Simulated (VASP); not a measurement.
A run of VASP 6.6.1 is set up as follows.

File INCAR:

```
PREC     = Accurate       # precision mode
ENCUT    = 500            # plane-wave cutoff, eV
EDIFF    = 1E-7           # SCF threshold, eV
ISMEAR   = 0              # smearing method
SIGMA    = 0.1            # smearing width, eV
LREAL    = F              # projectors in reciprocal space
LASPH    = T              # aspherical terms in the spheres
NELM     = 120            # most SCF steps
ALGO     = Normal         # electronic algorithm
ISIF     = 3              # what is computed and relaxed
LWAVE    = F              # write WAVECAR
LCHARG   = F              # write CHGCAR
GGA      = PE             # functional
IBRION   = 2              # ionic algorithm
NSW      = 90             # ionic steps
EDIFFG   = -0.04          # ionic threshold
GGA_COMPAT= F            
NELMIN   = 4
```

The input KPOINTS:

```
Automatic mesh
0
Gamma
  6 6 6
```

POSCAR

```
TiSi4Ir
1.0
    1.8556072300      1.0713353400      6.0583012100
   -1.8556072300      1.0713353400      6.0583012100
    0.0000000000     -2.1426706700      6.0583012100
Ti Si Ir
1 4 1
Direct
    0.0000000000      0.0000000000      0.0000000000
    0.6198467000      0.6198467000      0.6198467000
    0.1290396600      0.1290396600      0.1290396600
    0.8709603400      0.8709603400      0.8709603400
    0.3801533000      0.3801533000      0.3801533000
    0.5000000000      0.5000000000      0.5000000000
```

Potentials or basis: VASP PAW PBE potentials, release 64 (Ti_sv, Si, Ir).

Command:

```bash
$ cat potpaw_PBE.64/Ti_sv/POTCAR potpaw_PBE.64/Si/POTCAR potpaw_PBE.64/Ir/POTCAR > POTCAR
$ mpirun -np 1 vasp_std > vasp.out
```

Q: What does it give for the relaxed cell?

A: a = 8.191 Å, b = 8.191 Å, c = 8.191 Å, α = 26.36°, β = 26.36°, γ = 26.36°.

Q: What does it give for the relaxed volume?

A: 15.91 Å³/atom.

Stress tensor (GPa, compression positive):
```
 0.10  0.00  0.00
 0.00  0.10  0.00
 0.00  0.00 -0.33
```

Caveat: the volume moved by over 15 % at a fixed basis, so the end points are rough.
